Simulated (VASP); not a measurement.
# MgO (P6_3/mmc) in VASP: single point with LDA

Aim: the single point of MgO with LDA.

All numbers are computed with VASP 6.6.1; they aren't measurements. Logs are shortened: lines on timing, memory, paths and dates and some standing lists are left out, and cuts for length are marked.

### Step 1. The cell of the first run

It takes space group P6_3/mmc (No. 194, hexagonal). The conventional cell has a = 3.521 Å, b = 3.521 Å, c = 4.237 Å, α = 90.00°, β = 90.00°, γ = 120.00°. Mg (site symmetry -6m2) has 5 O at 2.03 to 2.12 Å within 2.7 Å. O (site symmetry -6m2) has 5 Mg at 2.03 to 2.12 Å within 2.7 Å.

### Step 2. Single point, LDA

Input file INCAR:

```
SYSTEM = MgO
PREC = Accurate ; ENCUT = 840
EDIFF = 1E-6 ; ISMEAR = 0
SIGMA = 0.02 ; LREAL = .False.
LASPH = .True. ; NELM = 120
ALGO = Normal ; ISIF = 2
LWAVE = .False. ; LCHARG = .True.
LELF = .True. ; LVHAR = .True.
NBANDS = 24 ; GGA_COMPAT = .False.
```

Input file KPOINTS:

```
regular mesh
0
Gamma
  6 6 6
  0 0 0
```

Input file POSCAR:

```
MgO
1.0
    3.5207161421      0.0000000000      0.0000000000
   -1.7603580710      3.0490296186      0.0000000000
    0.0000000000      0.0000000000      4.2374418908
Mg O
2 2
Direct
    0.6666666667      0.3333333333      0.7500000000
    0.3333333333      0.6666666667      0.2500000000
    0.6666666667      0.3333333333      0.2500000000
    0.3333333333      0.6666666667      0.7500000000
```

Potentials or basis: VASP PAW LDA potentials, release 64 (Mg_sv, O).

The run is started by

```console
> cat potpaw_LDA.64/Mg_sv/POTCAR potpaw_LDA.64/O/POTCAR > POTCAR
> mpirun -np 1 vasp_std > vasp.out
```

OUTCAR:

```text
SYSTEM = MgO
   PREC = Accurate
   ENCUT = 840
   EDIFF = 1E-6
   ISMEAR = 0
   LREAL = .False.
   LASPH = .True.
   NELM = 120
   ISIF = 2

 ion  position               nearest neighbor table
   1  0.667  0.333  0.750-   4 2.03   4 2.03   4 2.03   3 2.12   3 2.12
   2  0.333  0.667  0.250-   3 2.03   3 2.03   3 2.03   4 2.12   4 2.12
   3  0.667  0.333  0.250-   2 2.03   2 2.03   2 2.03   1 2.12   1 2.12
   4  0.333  0.667  0.750-   1 2.03   1 2.03   1 2.03   2 2.12   2 2.12

  LATTYP: Found a hexagonal cell.
 ALAT       =     3.5207161421
 C/A-ratio  =     1.2035738525

  Lattice vectors:

 A1 = (   3.5207161421,   0.0000000000,   0.0000000000)
 A2 = (  -1.7603580710,   3.0490296186,   0.0000000000)
 A3 = (   0.0000000000,   0.0000000000,   4.2374418908)

Analysis of symmetry for initial positions (statically):
=====================================================================
 Subroutine PRICEL returns:
 Original cell was already a primitive cell.

 Routine SETGRP: Setting up the symmetry group for a
 hexagonal supercell.

 Subroutine GETGRP returns: Found 24 space group operations
 (whereof 12 operations were pure point group operations)
 out of a pool of 24 trial point group operations.

The static configuration has the point symmetry D_3d.
 The point group associated with its full space group is D_6h.

Analysis of symmetry for dynamics (positions and initial velocities):
=====================================================================
 Subroutine PRICEL returns:
 Original cell was already a primitive cell.

 Routine SETGRP: Setting up the symmetry group for a
 hexagonal supercell.

 Subroutine GETGRP returns: Found 24 space group operations
 (whereof 12 operations were pure point group operations)
 out of a pool of 24 trial point group operations.

The dynamic configuration has the point symmetry D_3d.
 The point group associated with its full space group is D_6h.

 Subroutine INISYM returns: Found 24 space group operations
 (whereof 12 operations are pure point group operations),
 and found     1 'primitive' translations

----------------------------------------------------------------------------------------

                                     Primitive cell

  volume of cell :      45.4880

  direct lattice vectors                    reciprocal lattice vectors
     3.520716142  0.000000000  0.000000000     0.284033123  0.163986600  0.000000000
    -1.760358071  3.049029619  0.000000000     0.000000000  0.327973200  0.000000000
     0.000000000  0.000000000  4.237441891     0.000000000  0.000000000  0.235991437

  length of vectors
     3.520716142  3.520716142  4.237441891     0.327973200  0.327973200  0.235991437

  position of ions in fractional coordinates (direct lattice)
     0.666666667  0.333333333  0.750000000
     0.333333333  0.666666667  0.250000000
     0.666666667  0.333333333  0.250000000
     0.333333333  0.666666667  0.750000000

  ion indices of the primitive-cell ions
   primitive index   ion index
                 1           1
                 2           2
                 3           3
                 4           4

----------------------------------------------------------------------------------------

 KPOINTS: regular mesh

Automatic generation of k-mesh.
 Grid dimensions read from file:
 generate k-points for:    6    6    6

 Generating k-lattice:

  Cartesian coordinates                     Fractional coordinates (reciprocal lattice)
     0.047338854  0.027331100  0.000000000     0.166666667  0.000000000  0.000000000
     0.000000000  0.054662200  0.000000000     0.000000000  0.166666667  0.000000000
     0.000000000  0.000000000  0.039331906     0.000000000  0.000000000  0.166666667

  Length of vectors
     0.054662200  0.054662200  0.039331906

  Shift w.r.t. Gamma in fractional coordinates (k-lattice)
     0.000000000  0.000000000  0.000000000

 Subroutine IBZKPT returns following result:
 ===========================================

 Found     28 irreducible k-points:

 Following reciprocal coordinates:
            Coordinates               Weight
  0.000000  0.000000  0.000000      1.000000
  0.166667  0.000000  0.000000      6.000000
  0.333333  0.000000  0.000000      6.000000
  0.500000  0.000000  0.000000      3.000000
  0.166667  0.166667  0.000000      6.000000
  0.333333  0.166667  0.000000     12.000000
[... 16 lines left out ...]
  0.166667  0.000000  0.500000      6.000000
  0.333333  0.000000  0.500000      6.000000
 [... further k-points ...]
   k-points           NKPTS =     28   k-points in BZ     NKDIM =     28   number of bands    NBANDS=     24
   number of dos      NEDOS =    301   number of ions     NIONS =      4
   total plane-waves  NPLWV =  51840
   dimension x,y,z NGX =    36 NGY =   36 NGZ =   40
   dimension x,y,z NGXF=    72 NGYF=   72 NGZF=   80
   ions per type =               2   2
   NGX,Y,Z   is equivalent  to a cutoff of  17.00, 17.00, 15.69 a.u.
   NGXF,Y,Z  is equivalent  to a cutoff of  34.00, 34.00, 31.39 a.u.
 SYSTEM =  MgO
   PREC   = accura    normal or accurate (medium, high low for compatibility)
   ISTART =      0    job   : 0-new  1-cont  2-samecut
   ICHARG =      2    charge: 1-file 2-atom 10-const
   ISPIN  =      1    spin polarized calculation?
   LNONCOLLINEAR =      F non collinear calculations
   LSORBIT =      F    spin-orbit coupling
   LASPH  =      T    aspherical Exc in radial PAW
   ENCUT  =  840.0 eV  61.74 Ry    7.86 a.u.   8.32  8.32 10.01*2*pi/ulx,y,z
   NELM   =    120;   NELMIN=  2; NELMDL= -5     # of ELM steps
   EDIFF  = 0.1E-05   stopping-criterion for ELM
   LREAL  =      F    real-space projection
   EDIFFG = 0.1E-04   stopping-criterion for IOM
   NSW    =      0    number of steps for IOM
   IBRION =     -1    ionic relax: 0-MD 1-quasi-New 2-CG
   NFREE  =      0    steps in history (QN), initial steepest desc. (CG)
   ISIF   =      2    stress and relaxation
   ISYM   =      2    0-nonsym 1-usesym 2-fastsym
   POTIM  = 0.5000    time-step for ionic-motion
   TEBEG  =    0.0;   TEEND  =   0.0 temperature during run
   PSTRESS=    0.0 pullay stress
   NELECT =      32.0000    total number of electrons
   NUPDOWN=      -1.0000    fix difference up-down
   EMIN   =  10.00;   EMAX   =-10.00  energy-range for DOS
   EFERMI =   0.00;   METHOD = LEGACY
   ISMEAR =     0;   SIGMA  =   0.02  broadening in eV -4-tet -1-fermi 0-gaus
   EFERMI_NEDOS =   21; number of points for ismear=-14 and -15
   IALGO  =     38    algorithm
   IMIX   =      4    mixing-type and parameters
     AMIX     =   0.40;   BMIX     =  1.00
     AMIX_MAG =   1.60;   BMIX_MAG =  1.00
  volume/ion in A,a.u.               =      11.37        76.74
  Fermi-wavevector in a.u.,A,eV,Ry     =   1.455993  2.751428 28.843212  2.119916
  Thomas-Fermi vector in A             =   2.572963
   LORBIT       =      0    0 simple, 1 ext, 2 COOP (PROOUT), +10 PAW based schemes
   GGA     = CA    functional components
   LHFCALC =     F    Hartree Fock is set to
   AEXX    =    0.0000 exact exchange contribution
   IVDW    =     0    specifies the selected vdW correction
   LEPSILON=     F    determine dielectric tensor
   LRPA    =     F    only Hartree local field effects (RPA)
 non-spin polarized calculation
 Gauss-broadening in eV      SIGMA  =   0.02
  energy-cutoff  :      840.00
  volume of cell :       45.49
 maximum number of plane-waves:      2538
 NGX is ok and might be reduce to    36
   NGX = 17   NGY = 17   NGZ = 21

 number of electron      31.9999999 magnetization

 Free energy of the ion-electron system (eV)
  ---------------------------------------------------
  ext. energy  EPLUGINS =         0.00000000
  ---------------------------------------------------
  free energy    TOTEN  =       -26.09105363 eV

  energy without entropy =      -26.09105363  energy(sigma->0) =      -26.09105363

 E-fermi :   1.3477     XC(G=0): -10.7303

 val. band max:        1.2196043732   @ k =   0.0000   0.0000   0.0000
 cond. band min:       4.3857401334   @ k =   0.0000   0.0000   0.0000
 fundamental gap:      3.1661357602
 Fermi energy:         1.3476500813

 k-point     1 :       0.0000    0.0000    0.0000
  band No.  band energies     occupation
      1     -70.1979      2.00000
      2     -70.1864      2.00000
      3     -37.7239      2.00000
      4     -37.7045      2.00000
      5     -37.7045      2.00000
      6     -37.6796      2.00000
[... 16 lines left out ...]
     23      16.2370      0.00000
     24      16.4036      0.00000

 k-point     2 :       0.1667    0.0000    0.0000
  band No.  band energies     occupation
      1     -70.1972      2.00000
      2     -70.1871      2.00000
      3     -37.7196      2.00000
      4     -37.7074      2.00000
      5     -37.7066      2.00000
      6     -37.6844      2.00000
[... 16 lines left out ...]
     23      15.3631      0.00000
     24      15.5679      0.00000

 k-point     3 :       0.3333    0.0000    0.0000
  band No.  band energies     occupation
      1     -70.1950      2.00000
      2     -70.1884      2.00000
      3     -37.7130      2.00000
      4     -37.7104      2.00000
      5     -37.7083      2.00000
      6     -37.6936      2.00000
[... 16 lines left out ...]
     23      14.7973      0.00000
     24      15.3085      0.00000

 k-point     4 :       0.5000    0.0000    0.0000
  band No.  band energies     occupation
      1     -70.1937      2.00000
      2     -70.1897      2.00000
      3     -37.7160      2.00000
      4     -37.7122      2.00000
      5     -37.6995      2.00000
      6     -37.6984      2.00000
[... 16 lines left out ...]
     23      15.3247      0.00000
     24      15.3717      0.00000

 k-point     5 :       0.1667    0.1667    0.0000
  band No.  band energies     occupation
      1     -70.1956      2.00000
      2     -70.1880      2.00000
      3     -37.7116      2.00000
      4     -37.7113      2.00000
      5     -37.7098      2.00000
      6     -37.6909      2.00000
[... 16 lines left out ...]
     23      15.1189      0.00000
     24      15.1232      0.00000

 k-point     6 :       0.3333    0.1667    0.0000
  band No.  band energies     occupation
      1     -70.1935      2.00000
      2     -70.1898      2.00000
      3     -37.7169      2.00000
      4     -37.7102      2.00000
      5     -37.6996      2.00000
      6     -37.6985      2.00000
[... 16 lines left out ...]
     23      15.1782      0.00000
     24      15.4607      0.00000
[... 379 lines left out ...]
 k-point    21 :       0.3333    0.3333    0.3333
  band No.  band energies     occupation
      1     -70.1915      2.00000
      2     -70.1915      2.00000
      3     -37.7268      2.00000
      4     -37.7268      2.00000
      5     -37.7095      2.00000
      6     -37.6903      2.00000
[... 16 lines left out ...]
     23      16.3309      0.00000
     24      18.1701      0.00000

 k-point    22 :       0.0000    0.0000    0.5000
  band No.  band energies     occupation
      1     -70.1922      2.00000
      2     -70.1922      2.00000
      3     -37.6920      2.00000
      4     -37.6920      2.00000
      5     -37.6920      2.00000
      6     -37.6920      2.00000
[... 16 lines left out ...]
     23      16.3556      0.00000
     24      16.3556      0.00000

 k-point    23 :       0.1667    0.0000    0.5000
  band No.  band energies     occupation
      1     -70.1922      2.00000
      2     -70.1922      2.00000
      3     -37.7094      2.00000
      4     -37.7094      2.00000
      5     -37.6929      2.00000
      6     -37.6929      2.00000
[... 16 lines left out ...]
     23      16.1090      0.00000
     24      16.1090      0.00000

 k-point    24 :       0.3333    0.0000    0.5000
  band No.  band energies     occupation
      1     -70.1918      2.00000
      2     -70.1918      2.00000
      3     -37.7248      2.00000
      4     -37.7248      2.00000
      5     -37.6945      2.00000
      6     -37.6945      2.00000
[... 16 lines left out ...]
     23      15.4776      0.00000
     24      15.4776      0.00000

 [... further k-points ...]

------------------------ aborting loop because EDIFF is reached ----------------------------------------

  FORCE on cell =-STRESS in cart. coord.  units (eV):
  Direction    XX          YY          ZZ          XY          YZ          ZX
  --------------------------------------------------------------------------------------
  -------------------------------------------------------------------------------------
  Total       -2.0460613     -2.0460613     -2.3613889     -0.0000000     -0.0000000      0.0000000
  in kB      -72.0663987    -72.0663987    -83.1728696     -0.0000000     -0.0000000      0.0000000
  external PRESSURE =     -75.7685557 kB  Pullay stress =       0.0000000 kB

 VOLUME and BASIS-vectors are now :
 -----------------------------------------------------------------------------
  energy-cutoff  :      840.00
  volume of cell :       45.49
      direct lattice vectors                 reciprocal lattice vectors
     3.520716142  0.000000000  0.000000000     0.284033123  0.163986600  0.000000000
    -1.760358071  3.049029619  0.000000000     0.000000000  0.327973200  0.000000000
     0.000000000  0.000000000  4.237441891     0.000000000  0.000000000  0.235991437

 POSITION                                       TOTAL-FORCE (eV/Angst)
 -----------------------------------------------------------------------------------
      1.76036      1.01634      3.17808         0.000000     -0.000000      0.000000
     -0.00000      2.03269      1.05936        -0.000000      0.000000      0.000000
      1.76036      1.01634      1.05936        -0.000000      0.000000     -0.000000
     -0.00000      2.03269      3.17808         0.000000      0.000000     -0.000000
 -----------------------------------------------------------------------------------
    total drift:                               -0.000000     -0.000000     -0.000000

  FREE ENERGIE OF THE ION-ELECTRON SYSTEM (eV)
  ---------------------------------------------------
  free  energy   TOTEN  =       -26.0910536262 eV

  energy  without entropy=      -26.0910536262  energy(sigma->0) =      -26.09105363
```

Wall time 37 s (1 thread of AMD EPYC 7R13 (Zen 3), shared host); peak memory 0.17 GiB.

What came out:

* Free energy: -26.0911 eV
* Pressure: -7.6 GPa
* Band gap on the k mesh: 3.17 eV

Levels at points of the mesh, in eV from the valence-band top:
```csv
k point,band 12,band 13,band 14,band 15,band 16,band 17,band 18,band 19,band 20,band 21
"(0.00, 0.00, 0.00)",-1.69,-1.69,-0.78,-0.78,0.00,3.17,8.97,11.76,12.07,12.07
"(0.50, 0.00, 0.00)",-2.32,-2.28,-1.96,-1.27,-0.52,6.73,8.58,9.54,11.48,12.61
"(0.00, 0.00, 0.50)",-2.40,-1.25,-1.25,-1.25,-1.25,6.15,6.15,12.43,12.43,12.43
"(0.50, 0.00, 0.50)",-3.82,-1.50,-1.50,-0.80,-0.80,7.03,7.03,11.40,11.40,13.58
```

Caveat: the cell stands under tension.
